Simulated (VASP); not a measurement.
A run of VASP 6.6.1 is set up as follows.

The input INCAR:

```
SYSTEM = Rb
ALGO = Normal
EDIFF = 1E-7
ENCUT = 520
GGA = PE
ISIF = 2
ISMEAR = -1
LASPH = .True.
LCHARG = .True.
LELF = .True.
LREAL = .False.
LVHAR = .True.
LWAVE = .False.
NBANDS = 10
NELM = 100
PREC = Accurate
SIGMA = 0.05
```

File KPOINTS:

```
k-points
0
Gamma
  9 9 8
  0 0 0
```

The input POSCAR:

```
Rb
1.0
    4.8018706588      0.0000000000      0.0000000000
   -2.4009353294      4.1585419762      0.0000000000
    0.0000000000      0.0000000000      4.5137584192
Rb
1
Direct
    0.0000000000      0.0000000000      0.0000000000
```

Potentials or basis: VASP PAW PBE potentials, release 64 (Rb_sv).

Launch:

```bash
$ cat potpaw_PBE.64/Rb_sv/POTCAR > POTCAR
$ mpirun -np 1 vasp_std > vasp.out
```

Task: Predict the band gap on the k mesh.

Result: Zero (an odd number of electrons rules out a gap without spin polarisation).

Task: What does it give for the pressure?

Result: 0.1 GPa.
